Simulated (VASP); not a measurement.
Here is a VASP 6.6.1 calculation.

Contents of INCAR:

```
ALGO = Normal
EDIFF = 1E-7
ENCUT = 520
GGA = CA
ISIF = 2
ISMEAR = -1
LASPH = T
LCHARG = T
LELF = T
LREAL = F
LVHAR = T
LWAVE = F
NBANDS = 26
NELM = 80
PREC = Accurate
SIGMA = 0.02
```

The input KPOINTS:

```
k-points
0
Gamma
  8 8 4
```

File POSCAR:

```
CdS
1.0
    4.1347992034      0.0000000000      0.0000000000
   -2.0673996017      3.5808411497      0.0000000000
    0.0000000000      0.0000000000      6.8164900000
Cd S
2 2
Direct
    0.3333333333      0.6666666667      0.0000000000
    0.6666666667      0.3333333333      0.5000000000
    0.3333333333      0.6666666667      0.3850000000
    0.6666666667      0.3333333333      0.8850000000
```

Potentials or basis: VASP PAW LDA potentials, release 64 (Cd, S).

Command:

```bash
$ cat potpaw_LDA.64/Cd/POTCAR potpaw_LDA.64/S/POTCAR > POTCAR
$ mpirun -np 1 vasp_std > vasp.out
```

Task: Predict the largest force.

Result: 0.283 eV/Å.

Task: Predict the pressure.

Result: -2.7 GPa.

Forces on the atoms (eV/Å):
```
Cd   0.000  0.000  0.283
Cd   0.000  0.000  0.283
S    0.000  0.000 -0.283
S    0.000  0.000 -0.283
```

Caveat: the cell differs from its parent crystal (zz strain of +1 %).
